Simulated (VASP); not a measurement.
EuS:

```xyz
2
Lattice="0.0000 2.9785 2.9785 2.9785 0.0000 2.9785 2.9785 2.9785 0.0000" Properties=species:S:1:pos:R:3 pbc="T T T"
Eu    0.0000    0.0000    0.0000
S     2.9785    2.9785    2.9785
```

Base run:

| Item | Value |
| --- | --- |
| Program | VASP 6.6.1 |
| Functional | revPBE |
| Dispersion | D4 |
| Potentials or basis | VASP PAW PBE potentials, release 64 (Eu, S) |
| Cutoff | 600 eV |
| k mesh | 8 × 8 × 8 |
| Occupations | fermi-dirac, width 0.1 eV |
| Spin | collinear spin, ferromagnetic start |
| Starting moments | [4.9, 0.0] μB |
| Hubbard terms | Eu f U = 6.0 eV |

Its results: band gap on the k mesh 0.51 eV (least direct gap 0.78 eV); pressure -0.3 GPa; net moment 7.00 μB per cell; site moments Eu +6.72; S -0.06 μB.

The run is repeated on the same cell with these changes: hubbard terms from Eu f U = 6.0 eV to Eu f U = 1.5 eV. What comes out?

Band gap on the k mesh zero (filled and empty bands overlap); pressure -2.9 GPa; net moment 6.99 μB per cell; site moments Eu +6.63; S -0.07 μB.

Caveats: the PAW data sets were made with another functional, which shifts forces and pressure a little; spin-orbit coupling is left out, which moves the levels of the heavy elements; a cell with one magnetic atom can't hold antiferromagnetic order, which such compounds often take.

A k mesh can miss the band edges.
